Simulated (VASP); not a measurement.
# SbH (Pm-3m) in VASP: further runs

SbH is run at these levels: PBE; tasks: single point, relaxation of cell and atoms.

Everything below comes from runs of VASP 6.6.1. Logs are shortened: lines on timing, memory, paths and dates and some standing lists are left out, and cuts for length are marked.

## Step 1: The cell of the first run

It takes space group Pm-3m (No. 221, cubic). The conventional cell has a = 3.105 Å, b = 3.105 Å, c = 3.105 Å, α = 90.00°, β = 90.00°, γ = 90.00°. Within 3.5 Å of Sb (site symmetry m-3m) lie 8 H at 2.69 Å and 6 Sb at 3.10 Å. H (site symmetry m-3m) has 8 Sb at 2.69 Å and 6 H at 3.10 Å within 3.5 Å.

## Step 2: Single point, PBE

Contents of INCAR:

```
ALGO     = Normal         # electronic algorithm
EDIFF    = 1E-6           # SCF threshold, eV
ENCUT    = 520            # plane-wave cutoff, eV
GGA      = PE             # functional
ISIF     = 2              # what is computed and relaxed
ISMEAR   = 0              # smearing method
LASPH    = T              # aspherical terms in the spheres
LCHARG   = T              # write CHGCAR
LELF     = T              # ELF
LREAL    = F              # projectors in reciprocal space
LVHAR    = T            
LWAVE    = F              # write WAVECAR
NBANDS   = 10             # bands
NELM     = 80             # most SCF steps
PREC     = Accurate       # precision mode
SIGMA    = 0.1            # smearing width, eV
```

Contents of KPOINTS:

```
k-points
0
Gamma
  12 12 12
```

Contents of POSCAR:

```
SbH
1.0
    3.1047819279      0.0000000000      0.0000000000
    0.0000000000      3.1047819279      0.0000000000
    0.0000000000      0.0000000000      3.1047819279
Sb H
1 1
Direct
    0.0000000000      0.0000000000      0.0000000000
    0.5000000000      0.5000000000      0.5000000000
```

Potentials or basis: VASP PAW PBE potentials, release 64 (Sb, H).

Started as:

```console
$ cat potpaw_PBE.64/Sb/POTCAR potpaw_PBE.64/H/POTCAR > POTCAR
$ mpirun -np 1 vasp_std > vasp.out
```

OUTCAR:

```text
EDIFF = 1E-6
   ENCUT = 520
   GGA = PE
   ISIF = 2
   ISMEAR = 0
   LASPH = T
   LREAL = F
   NELM = 80
   PREC = Accurate

 ion  position               nearest neighbor table
   1  0.000  0.000  0.000-
   2  0.500  0.500  0.500-

  LATTYP: Found a simple cubic cell.
 ALAT       =     3.1047819279

  Lattice vectors:

 A1 = (   3.1047819279,   0.0000000000,   0.0000000000)
 A2 = (   0.0000000000,   3.1047819279,   0.0000000000)
 A3 = (   0.0000000000,   0.0000000000,   3.1047819279)

Analysis of symmetry for initial positions (statically):
=====================================================================
 Subroutine PRICEL returns:
 Original cell was already a primitive cell.

 Routine SETGRP: Setting up the symmetry group for a
 simple cubic supercell.

 Subroutine GETGRP returns: Found 48 space group operations
 (whereof 48 operations were pure point group operations)
 out of a pool of 48 trial point group operations.

The static configuration has the point symmetry O_h .

Analysis of symmetry for dynamics (positions and initial velocities):
=====================================================================
 Subroutine PRICEL returns:
 Original cell was already a primitive cell.

 Routine SETGRP: Setting up the symmetry group for a
 simple cubic supercell.

 Subroutine GETGRP returns: Found 48 space group operations
 (whereof 48 operations were pure point group operations)
 out of a pool of 48 trial point group operations.

The dynamic configuration has the point symmetry O_h .

 Subroutine INISYM returns: Found 48 space group operations
 (whereof 48 operations are pure point group operations),
 and found     1 'primitive' translations

----------------------------------------------------------------------------------------

                                     Primitive cell

  volume of cell :      29.9291

  direct lattice vectors                    reciprocal lattice vectors
     3.104781928  0.000000000  0.000000000     0.322083812  0.000000000  0.000000000
     0.000000000  3.104781928  0.000000000     0.000000000  0.322083812  0.000000000
     0.000000000  0.000000000  3.104781928     0.000000000  0.000000000  0.322083812

  length of vectors
     3.104781928  3.104781928  3.104781928     0.322083812  0.322083812  0.322083812

  position of ions in fractional coordinates (direct lattice)
     0.000000000  0.000000000  0.000000000
     0.500000000  0.500000000  0.500000000

[... 82 lines left out ...]
   ISIF   =      2    stress and relaxation
   ISYM   =      2    0-nonsym 1-usesym 2-fastsym
   POTIM  = 0.5000    time-step for ionic-motion
   TEBEG  =    0.0;   TEEND  =   0.0 temperature during run
   PSTRESS=    0.0 pullay stress
   NELECT =       6.0000    total number of electrons
   NUPDOWN=      -1.0000    fix difference up-down
   EMIN   =  10.00;   EMAX   =-10.00  energy-range for DOS
   EFERMI =   0.00;   METHOD = LEGACY
   ISMEAR =     0;   SIGMA  =   0.10  broadening in eV -4-tet -1-fermi 0-gaus
   EFERMI_NEDOS =   21; number of points for ismear=-14 and -15
   IALGO  =     38    algorithm
   IMIX   =      4    mixing-type and parameters
     AMIX     =   0.40;   BMIX     =  1.00
     AMIX_MAG =   1.60;   BMIX_MAG =  1.00
  volume/ion in A,a.u.               =      14.96       100.99
  Fermi-wavevector in a.u.,A,eV,Ry     =   0.958137  1.810616 12.490501  0.918026
  Thomas-Fermi vector in A             =   2.087217
   LORBIT       =      0    0 simple, 1 ext, 2 COOP (PROOUT), +10 PAW based schemes
   GGA     = PE    functional components
   LHFCALC =     F    Hartree Fock is set to
   AEXX    =    0.0000 exact exchange contribution
   IVDW    =     0    specifies the selected vdW correction
   LEPSILON=     F    determine dielectric tensor
   LRPA    =     F    only Hartree local field effects (RPA)
 non-spin polarized calculation
 Gauss-broadening in eV      SIGMA  =   0.10
  energy-cutoff  :      520.00
  volume of cell :       29.93
 maximum number of plane-waves:       840
 NGX is ok and might be reduce to    24
   NGX = 11   NGY = 11   NGZ = 11

 number of electron       6.0000000 magnetization

 Free energy of the ion-electron system (eV)
  ---------------------------------------------------
  ext. energy  EPLUGINS =         0.00000000
  ---------------------------------------------------
  free energy    TOTEN  =        -6.05001005 eV

  energy without entropy =       -6.04434321  energy(sigma->0) =       -6.04717663

 E-fermi :   7.6187     XC(G=0): -10.3307

 val. band max:        7.5819951285   @ k =   0.1667   0.1667   0.0833
 cond. band min:       7.6214944817   @ k =   0.4167   0.3333   0.0000
 fundamental gap:      0.0394993532
 Fermi energy:         7.6187351714

 k-point     1 :       0.0000    0.0000    0.0000
  band No.  band energies     occupation
      1      -5.4241      2.00000
      2       8.1020      0.00000
      3      10.4459      0.00000
      4      10.4459      0.00000
      5      10.4459      0.00000
      6      14.2686      0.00000
      7      14.2686      0.00000
      8      24.9407      0.00000
      9      24.9407      0.00000
     10      24.9407      0.00000
[... 287 lines left out ...]
 k-point    24 :       0.4167    0.3333    0.0000
  band No.  band energies     occupation
      1      -1.4219      2.00000
      2       2.5806      2.00000
      3       5.1011      2.00000
      4       7.6215      0.96887
      5      13.8440      0.00000
      6      16.6659      0.00000
      7      18.9979      0.00000
      8      19.7000      0.00000
      9      21.1248      0.00000
     10      21.4342      0.00000

 [... further k-points ...]

------------------------ aborting loop because EDIFF is reached ----------------------------------------

  FORCE on cell =-STRESS in cart. coord.  units (eV):
  Direction    XX          YY          ZZ          XY          YZ          ZX
  --------------------------------------------------------------------------------------
  -------------------------------------------------------------------------------------
  Total       -0.0407469     -0.0407469     -0.0407469     -0.0000000     -0.0000000     -0.0000000
  in kB       -2.1812847     -2.1812847     -2.1812847     -0.0000000     -0.0000000     -0.0000000
  external PRESSURE =      -2.1812847 kB  Pullay stress =       0.0000000 kB

 VOLUME and BASIS-vectors are now :
 -----------------------------------------------------------------------------
  energy-cutoff  :      520.00
  volume of cell :       29.93
      direct lattice vectors                 reciprocal lattice vectors
     3.104781928  0.000000000  0.000000000     0.322083812  0.000000000  0.000000000
     0.000000000  3.104781928  0.000000000     0.000000000  0.322083812  0.000000000
     0.000000000  0.000000000  3.104781928     0.000000000  0.000000000  0.322083812

 POSITION                                       TOTAL-FORCE (eV/Angst)
 -----------------------------------------------------------------------------------
      0.00000      0.00000      0.00000         0.000000      0.000000      0.000000
      1.55239      1.55239      1.55239         0.000000      0.000000      0.000000
 -----------------------------------------------------------------------------------
    total drift:                                0.000000      0.000000     -0.000000

  FREE ENERGIE OF THE ION-ELECTRON SYSTEM (eV)
  ---------------------------------------------------
  free  energy   TOTEN  =        -6.0500100503 eV

  energy  without entropy=       -6.0443432097  energy(sigma->0) =       -6.04717663
```

OSZICAR:

```text
N       E                     dE             d eps       ncg     rms          rms(c)
DAV:   1     0.635930516653E+01    0.63593E+01   -0.22794E+03  1696   0.455E+02
DAV:   2    -0.589270929785E+01   -0.12252E+02   -0.11787E+02  2210   0.678E+01
DAV:   3    -0.622139524355E+01   -0.32869E+00   -0.32217E+00  1974   0.101E+01
DAV:   4    -0.622281619829E+01   -0.14210E-02   -0.14208E-02  2090   0.781E-01
DAV:   5    -0.622282425226E+01   -0.80540E-05   -0.80533E-05  2006   0.585E-02    0.277E+00
DAV:   6    -0.606182966701E+01    0.16099E+00   -0.36606E-01  1820   0.197E+00    0.125E+00
DAV:   7    -0.604954240984E+01    0.12287E-01   -0.96040E-02  1968   0.114E+00    0.441E-01
DAV:   8    -0.605034718204E+01   -0.80477E-03   -0.94123E-03  1854   0.464E-01    0.988E-02
DAV:   9    -0.605003841836E+01    0.30876E-03   -0.72628E-04  1852   0.111E-01    0.560E-02
DAV:  10    -0.605000696950E+01    0.31449E-04   -0.32376E-04  1874   0.747E-02    0.147E-02
DAV:  11    -0.605001039935E+01   -0.34299E-05   -0.14066E-05  1888   0.257E-02    0.444E-03
DAV:  12    -0.605001005031E+01    0.34904E-06   -0.19069E-07  1044   0.220E-03
   1 F= -.60500101E+01 E0= -.60471766E+01  d E =-.566684E-02
```

Run time: 8.2 s. Hardware: 1 thread of AMD EPYC 9R45 (Zen 5), shared host; peak memory 0.13 GiB.

Results:

```yaml
Free_energy: -6.0500 eV
Pressure: -0.2 GPa
Band_gap_on_the_k_mesh: zero (bands 3 and 4 overlap by 6.34 eV)
```

Levels at points of the mesh, in eV from the Fermi level:
```tsv
k point	band 1	band 2	band 3	band 4	band 5	band 6	band 7
(0.00, 0.00, 0.00)	-13.04	0.48	2.83	2.83	2.83	6.65	6.65
(0.50, 0.00, 0.00)	-10.19	-7.35	3.18	5.04	5.04	8.84	10.41
(0.50, 0.50, 0.00)	-7.57	-3.89	-3.89	-3.16	7.13	10.53	12.40
(0.50, 0.50, 0.50)	-4.71	-1.79	-1.79	-1.79	-1.61	3.93	3.93
```

Caveat: spin-orbit coupling is left out, which moves the levels of the heavy elements.

## Step 3: Relaxation of cell and atoms, PBE

This run uses another cell than the first one, of 15.13 Å³/atom.

Contents of INCAR:

```
ALGO = Normal
EDIFF = 1E-6
EDIFFG = -0.025
ENCUT = 600
GGA = PE
IBRION = 2
ISIF = 3
ISMEAR = 0
LASPH = T
LCHARG = F
LREAL = F
LWAVE = F
NELM = 80
NSW = 90
PREC = Accurate
SIGMA = 0.1
```

KPOINTS is that of step 2.

Contents of POSCAR:

```
SbH
1.0
    3.1164593275      0.0000000000      0.0000000000
    0.0000000000      3.1164593275      0.0000000000
    0.0000000000      0.0000000000      3.1164593275
Sb H
1 1
Direct
    0.0000000000      0.0000000000      0.0000000000
    0.5000000000      0.5000000000      0.5000000000
```

Potentials or basis: VASP PAW PBE potentials, release 64 (Sb, H).

Started as:

```console
$ cat potpaw_PBE.64/Sb/POTCAR potpaw_PBE.64/H/POTCAR > POTCAR
$ mpirun -np 1 vasp_std > vasp.out
```

It took 12 s on 1 thread of AMD EPYC 9R45 (Zen 5), shared host; peak memory 0.15 GiB.

It converged, with:

- Free energy: -6.0503 eV
- Relaxed volume: 14.95 Å³/atom
- Relaxed cell: a = 3.104 Å, b = 3.104 Å, c = 3.104 Å, α = 90.00°, β = 90.00°, γ = 90.00°
- Space group after relaxing (to 0.1 Å): Pm-3m (No. 221)
- Energy gained by relaxing: 0.6 meV/atom
- Ionic steps: 2
- Pressure after relaxing: -0.1 GPa
- Band gap on the k mesh: zero (bands 3 and 4 overlap by 6.35 eV)

The path:
```
step  energy change (eV)  largest force (eV/Å)  pressure (GPa)  volume (Å³)
   1              0.0000                0.0000           -0.91        30.27
   2             -0.0012                0.0000           -0.10        29.89
```

Final structure:
```xyz
2
Lattice="3.1036 0.0000 0.0000 0.0000 3.1036 0.0000 0.0000 0.0000 3.1036" Properties=species:S:1:pos:R:3 pbc="T T T"
Sb    0.0000    0.0000    0.0000
H     1.5518    1.5518    1.5518
```

Levels at points of the mesh, in eV from the Fermi level:
```
           k point  band 1  band 2  band 3  band 4  band 5  band 6  band 7
(0.00, 0.00, 0.00)  -13.05    0.49    2.83    2.83    2.83    6.65    6.65
(0.50, 0.00, 0.00)  -10.20   -7.36    3.18    5.05    5.05    8.84   10.42
(0.50, 0.50, 0.00)   -7.57   -3.89   -3.89   -3.17    7.14   10.53   12.41
(0.50, 0.50, 0.50)   -4.70   -1.80   -1.80   -1.80   -1.62    3.93    3.93
```

Caveat: spin-orbit coupling is left out, which moves the levels of the heavy elements.

The gap in the log of VASP goes by the Fermi energy; the results here count the filled bands.